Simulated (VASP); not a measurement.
Here is a VASP 6.6.1 calculation.

File INCAR:

```
SYSTEM = Si2Ni
PREC     = Accurate       ! precision mode
ENCUT    = 520            ! plane-wave cutoff, eV
EDIFF    = 1E-6           ! SCF threshold, eV
ISMEAR   = 0              ! smearing method
SIGMA    = 0.1            ! smearing width, eV
LREAL    = .False.        ! projectors in reciprocal space
LASPH    = .True.         ! aspherical terms in the spheres
NELM     = 60             ! most SCF steps
ALGO     = Normal         ! electronic algorithm
ISIF     = 2              ! what is computed and relaxed
LWAVE    = .False.        ! write WAVECAR
LCHARG   = .False.        ! write CHGCAR
GGA      = PS             ! functional
NBANDS   = 16             ! bands
```

The input KPOINTS:

```
Automatic mesh
0
Gamma
  14 14 14
  0 0 0
```

The input POSCAR:

```
Si2Ni
1.0
    0.0000000000      2.6957048444      2.6957048444
    2.6957048444      0.0000000000      2.6957048444
    2.6957048444      2.6957048444      0.0000000000
Si Ni
2 1
Direct
    0.2500000000      0.2500000000      0.2500000000
    0.7500000000      0.7500000000      0.7500000000
    0.0000000000      0.0000000000      0.0000000000
```

Potentials or basis: VASP PAW PBE potentials, release 64 (Si, Ni).

The run is started by

```sh
$ cat potpaw_PBE.64/Si/POTCAR potpaw_PBE.64/Ni/POTCAR > POTCAR
$ mpirun -np 1 vasp_std > vasp.out
```

(1) Estimate the band gap on the k mesh.

(2) Estimate the pressure.

Results:

(1) zero (band 9 reaches 12.21 eV, above the bottom of band 10 at 10.08 eV).

(2) 0.1 GPa.

Caveat: the PAW data sets were made with another functional, which shifts forces and pressure a little.
